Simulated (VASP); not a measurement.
# S (R-3m) in VASP: notebook

S is run at these levels: PBE; tasks: single point.

Program: VASP 6.6.1. These are calculated values, not measurements. Logs are shortened: lines on timing, memory, paths and dates and some standing lists are left out, and cuts for length are marked.

**1. The cell of the first run**

It takes space group R-3m (No. 166, trigonal). The conventional cell has a = 3.241 Å, b = 3.241 Å, c = 2.641 Å, α = 90.00°, β = 90.00°, γ = 120.00°. S (site symmetry -3m) has 14 S at 2.07 to 2.64 Å within 2.7 Å.

**2. Single point, PBE**

INCAR reads:

```
ALGO     = Normal         # electronic algorithm
EDIFF    = 1E-6           # SCF threshold, eV
ENCUT    = 500            # plane-wave cutoff, eV
GGA      = PE             # functional
GGA_COMPAT= False        
ISIF     = 2              # what is computed and relaxed
ISMEAR   = -1             # smearing method
LASPH    = True           # aspherical terms in the spheres
LCHARG   = False          # write CHGCAR
LREAL    = False          # projectors in reciprocal space
LWAVE    = False          # write WAVECAR
NBANDS   = 9              # bands
NELM     = 120            # most SCF steps
PREC     = Accurate       # precision mode
SIGMA    = 0.15           # smearing width, eV
```

KPOINTS reads:

```
k-points
0
Gamma
  16 16 16
```

POSCAR reads:

```
S
1.0
    1.6206888067      0.9357051227      0.8803692786
   -1.6206888067      0.9357051227      0.8803692786
    0.0000000000     -1.8714102356      0.8803692786
S
1
Direct
    0.0000000000      0.0000000000      0.0000000000
```

Potentials or basis: VASP PAW PBE potentials, release 64 (S).

Launch:

```console
$ cat potpaw_PBE.64/S/POTCAR > POTCAR
$ mpirun -np 1 vasp_std > vasp.out
```

OUTCAR:

```text
EDIFF = 1E-6
   ENCUT = 500
   GGA = PE
   ISIF = 2
   ISMEAR = -1
   LASPH = True
   LREAL = False
   NELM = 120
   PREC = Accurate

 ion  position               nearest neighbor table
   1  0.000  0.000  0.000-

  LATTYP: Found a trigonal (rhomboedric) cell.
 ALAT       =     2.0681456311
 COS(alpha) =    -0.2281941578

  Lattice vectors:

 A1 = (   1.6206888067,   0.9357051227,   0.8803692786)
 A2 = (  -1.6206888067,   0.9357051227,   0.8803692786)
 A3 = (   0.0000000000,  -1.8714102356,   0.8803692786)

Analysis of symmetry for initial positions (statically):
=====================================================================
 Subroutine PRICEL returns:
 Original cell was already a primitive cell.

 Routine SETGRP: Setting up the symmetry group for a
 trigonal (rhombohedral) supercell.

 Subroutine GETGRP returns: Found 12 space group operations
 (whereof 12 operations were pure point group operations)
 out of a pool of 12 trial point group operations.

The static configuration has the point symmetry D_3d.

Analysis of symmetry for dynamics (positions and initial velocities):
=====================================================================
 Subroutine PRICEL returns:
 Original cell was already a primitive cell.

 Routine SETGRP: Setting up the symmetry group for a
 trigonal (rhombohedral) supercell.

 Subroutine GETGRP returns: Found 12 space group operations
 (whereof 12 operations were pure point group operations)
 out of a pool of 12 trial point group operations.

The dynamic configuration has the point symmetry D_3d.

 Subroutine INISYM returns: Found 12 space group operations
 (whereof 12 operations are pure point group operations),
 and found     1 'primitive' translations

----------------------------------------------------------------------------------------

                                     Primitive cell

  volume of cell :       8.0104

  direct lattice vectors                    reciprocal lattice vectors
     1.620688807  0.935705123  0.880369279     0.308510800  0.178118793  0.378628992
    -1.620688807  0.935705123  0.880369279    -0.308510800  0.178118793  0.378628992
     0.000000000 -1.871410236  0.880369279     0.000000000 -0.356237586  0.378628994

  length of vectors
     2.068145631  2.068145631  2.068145628     0.519870303  0.519870303  0.519870304

[... 77 lines left out ...]
   NELM   =    120;   NELMIN=  2; NELMDL= -5     # of ELM steps
   EDIFF  = 0.1E-05   stopping-criterion for ELM
   LREAL  =      F    real-space projection
   EDIFFG = 0.1E-04   stopping-criterion for IOM
   NSW    =      0    number of steps for IOM
   IBRION =     -1    ionic relax: 0-MD 1-quasi-New 2-CG
   NFREE  =      0    steps in history (QN), initial steepest desc. (CG)
   ISIF   =      2    stress and relaxation
   ISYM   =      2    0-nonsym 1-usesym 2-fastsym
   POTIM  = 0.5000    time-step for ionic-motion
   TEBEG  =    0.0;   TEEND  =   0.0 temperature during run
   PSTRESS=    0.0 pullay stress
   NELECT =       6.0000    total number of electrons
   NUPDOWN=      -1.0000    fix difference up-down
   EMIN   =  10.00;   EMAX   =-10.00  energy-range for DOS
   EFERMI =   0.00;   METHOD = LEGACY
   ISMEAR =    -1;   SIGMA  =   0.15  broadening in eV -4-tet -1-fermi 0-gaus
   EFERMI_NEDOS =   21; number of points for ismear=-14 and -15
   IALGO  =     38    algorithm
   IMIX   =      4    mixing-type and parameters
     AMIX     =   0.40;   BMIX     =  1.00
     AMIX_MAG =   1.60;   BMIX_MAG =  1.00
  volume/ion in A,a.u.               =       8.01        54.06
  Fermi-wavevector in a.u.,A,eV,Ry     =   1.486758  2.809565 30.074995  2.210450
  Thomas-Fermi vector in A             =   2.600004
   LORBIT       =      0    0 simple, 1 ext, 2 COOP (PROOUT), +10 PAW based schemes
   GGA     = PE    functional components
   LHFCALC =     F    Hartree Fock is set to
   AEXX    =    0.0000 exact exchange contribution
   IVDW    =     0    specifies the selected vdW correction
   LEPSILON=     F    determine dielectric tensor
   LRPA    =     F    only Hartree local field effects (RPA)
 non-spin polarized calculation
  energy-cutoff  :      500.00
  volume of cell :        8.01
 maximum number of plane-waves:       214
   NGX =  7   NGY =  7   NGZ =  7

 number of electron       5.9999998 magnetization

 Free energy of the ion-electron system (eV)
  ---------------------------------------------------
  ext. energy  EPLUGINS =         0.00000000
  ---------------------------------------------------
  free energy    TOTEN  =        -0.19377545 eV

  energy without entropy =       -0.17175636  energy(sigma->0) =       -0.18276590

 E-fermi :  21.2753     XC(G=0): -14.5359

 val. band max:       21.2586210933   @ k =  -0.4375   0.1875   0.1875
 cond. band min:      21.2930363339   @ k =   0.4375   0.3125   0.1250
 fundamental gap:      0.0344152406
 Fermi energy:        21.2752840527

 k-point     1 :       0.0000    0.0000    0.0000
  band No.  band energies     occupation
      1      -5.9445      2.00000
      2      25.6964      0.00000
      3      28.5723      0.00000
      4      28.5723      0.00000
      5      29.0429      0.00000
      6      29.0429      0.00000
      7      37.7371      0.00000
      8      44.4409      0.00000
      9      44.4409      0.00000
[... 265 lines left out ...]
 k-point    24 :      -0.0625    0.0625    0.0000
  band No.  band energies     occupation
      1      -5.7360      2.00000
      2      24.3351      0.00000
      3      26.8577      0.00000
      4      28.0629      0.00000
      5      30.5996      0.00000
      6      31.4149      0.00000
      7      37.0152      0.00000
      8      41.8684      0.00000
      9      43.2279      0.00000

 [... further k-points ...]

------------------------ aborting loop because EDIFF is reached ----------------------------------------

  FORCE on cell =-STRESS in cart. coord.  units (eV):
  Direction    XX          YY          ZZ          XY          YZ          ZX
  --------------------------------------------------------------------------------------
  -------------------------------------------------------------------------------------
  Total       11.0927317     11.0927318      9.9688042      0.0000000      0.0000000      0.0000000
  in kB     2218.6782471   2218.6782500   1993.8793702      0.0000000      0.0000074      0.0000000
  external PRESSURE =    2143.7452891 kB  Pullay stress =       0.0000000 kB

 VOLUME and BASIS-vectors are now :
 -----------------------------------------------------------------------------
  energy-cutoff  :      500.00
  volume of cell :        8.01
      direct lattice vectors                 reciprocal lattice vectors
     1.620688807  0.935705123  0.880369279     0.308510800  0.178118793  0.378628992
    -1.620688807  0.935705123  0.880369279    -0.308510800  0.178118793  0.378628992
     0.000000000 -1.871410236  0.880369279     0.000000000 -0.356237586  0.378628994

 POSITION                                       TOTAL-FORCE (eV/Angst)
 -----------------------------------------------------------------------------------
      0.00000      0.00000      0.00000         0.000000      0.000000      0.000000
 -----------------------------------------------------------------------------------
    total drift:                               -0.000000      0.000000      0.000000

  FREE ENERGIE OF THE ION-ELECTRON SYSTEM (eV)
  ---------------------------------------------------
  free  energy   TOTEN  =        -0.1937754484 eV

  energy  without entropy=       -0.1717563580  energy(sigma->0) =       -0.18276590
```

It took 6.8 s on 1 thread of Intel Xeon 6975P-C (Granite Rapids), shared host; peak memory 0.13 GiB.

Results:

```
Free energy            : -0.1938 eV
Pressure               : 214.4 GPa
Band gap on the k mesh : zero (bands 3 and 4 overlap by 13.99 eV)
```

Caveat: the cell stands under pressure.

[end of part 1 of 2]
